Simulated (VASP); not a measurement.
Write the native input for VASP 6.6.1 that does the following.

| Quantity | Value |
| --- | --- |
| Task | electric field gradients |
| Functional | LDA |
| Potentials or basis | VASP PAW LDA potentials, release 64 (Sr_sv, O) |
| Cutoff | 520 eV |
| k mesh | 8 × 8 × 8 |
| Occupations | fermi-dirac, width 0.02 eV |
| Spin | no spin polarisation |
| Dipole correction | no |
| Further INCAR settings | ALGO = Normal; EDIFF = 1e-08; NBANDS = 15 |

The structure of SrO lies in POSCAR:

```
SrO
1.0
    0.0000000000      2.5698000000      2.6468940000
    2.5698000000      0.0000000000      2.6468940000
    2.5698000000      2.5698000000      0.0000000000
Sr O
1 1
Direct
    0.0000000000      0.0000000000      0.0000000000
    0.5000000000      0.5000000000      0.5000000000
```

This cell differs from its parent crystal: zz strain of +3 %.

One way to write it, as run:

INCAR

```
SYSTEM = SrO
  PREC = Accurate
  ENCUT = 520
  EDIFF = 1E-8
  ISMEAR = -1
  SIGMA = 0.02
  LREAL = .False.
  LASPH = .True.
  NELM = 60
  ALGO = Normal
  ISIF = 2
  LWAVE = .False.
  LCHARG = .False.
  GGA = CA
  LEFG = .True.
  NBANDS = 15
```

KPOINTS

```
regular mesh
0
Gamma
  8 8 8
  0 0 0
```

Potentials or basis: VASP PAW LDA potentials, release 64 (Sr_sv, O).

Launch:

```sh
$ cat potpaw_LDA.64/Sr_sv/POTCAR potpaw_LDA.64/O/POTCAR > POTCAR
$ mpirun -np 1 vasp_std > vasp.out
```

It gave:

| Item | Value |
| --- | --- |
| Pressure | -5.7 GPa |
| Band gap on the k mesh | 3.06 eV (least direct gap 3.15 eV) |
| Largest electric field gradient by atom | Sr +28.9; O +9.9 V/Å² |

Caveat: the cell differs from its parent crystal (zz strain of +3 %); the cell stands under tension; without QUAD_EFG the Cq values of the log hold for a quadrupole moment of 1 mb, not for the nuclei.

Run time: 67 s on 1 thread of Intel Xeon 8259CL, on a shared host, peak memory 0.16 GiB.
